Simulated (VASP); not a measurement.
AlN, 8 atoms in the cell. The typed cell holds 8 atoms: a = 3.111 Å, b = 3.111 Å, c = 10.000 Å, α = 87.33°, β = 84.64°, γ = 60.00°. 

- Program: VASP 6.6.1
- Task: single point
- Functional: PBE
- Potentials or basis: VASP PAW PBE potentials, release 64 (Al, N)
- Cutoff: 520 eV
- k mesh: 8 × 8 × 3
- Occupations: gaussian, width 0.05 eV
- Spin: no spin polarisation
- Dipole correction: no
- Further INCAR settings: ALGO = Normal; EDIFF = 1e-06; NBANDS = 26

Potentials or basis: VASP PAW PBE potentials, release 64 (Al, N).

Launch:

```sh
$ cat potpaw_PBE.64/Al/POTCAR potpaw_PBE.64/N/POTCAR > POTCAR
$ mpirun -np 1 vasp_std > vasp.out
```

Hardware: 1 thread of Intel Xeon 6975P-C, with other jobs on the host.

Estimate the wall time of this run.

Wall time 3.3 min on 1 thread of Intel Xeon 6975P-C (shared host), peak memory 0.3 GiB. Counts: scf iterations 14, k points 98.
